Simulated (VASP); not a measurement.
Runs of VASP 6.6.1 on InSb. The structure is that of space group I-4m2 (No. 119), or close to it. The cells are those of the table. 

```csv
cell,gap on the mesh (eV),pressure (GPa)
"a = 4.551 Å, angles 95.6, 95.6, 143.5°, 2 atoms",none,(a)
"a = 4.506 Å, angles 96.3, 96.3, 141.4°, 2 atoms",none,3.3
"a = 4.420 Å, angles 97.7, 97.7, 137.1°, 2 atoms",none,(b)
"a = 4.462 Å, angles 97.0, 97.0, 139.3°, 2 atoms",none,2.2
"a = 4.356 Å, angles 97.9, 97.9, 136.4°, 2 atoms",none,3.9
"a = 4.316 Å, angles 98.7, 98.7, 134.1°, 2 atoms",none,4.3
```

Alike in all rows: task single point; level PBE; potentials or basis VASP PAW PBE potentials, release 64 (In_d, Sb); no spin polarisation; k mesh 16 × 16 × 16; cutoff (eV) 520; smearing gaussian 0.15 eV.

Task: Estimate the missing entries.

Result: (a) 5.7; (b) 1.8.

Caveats: spin-orbit coupling is left out, which moves the levels of the heavy elements.

A k mesh can miss the band edges, and the runs leave out spin-orbit coupling on In, Sb.

A gap of «none» marks levels without a gap at the run's occupations.
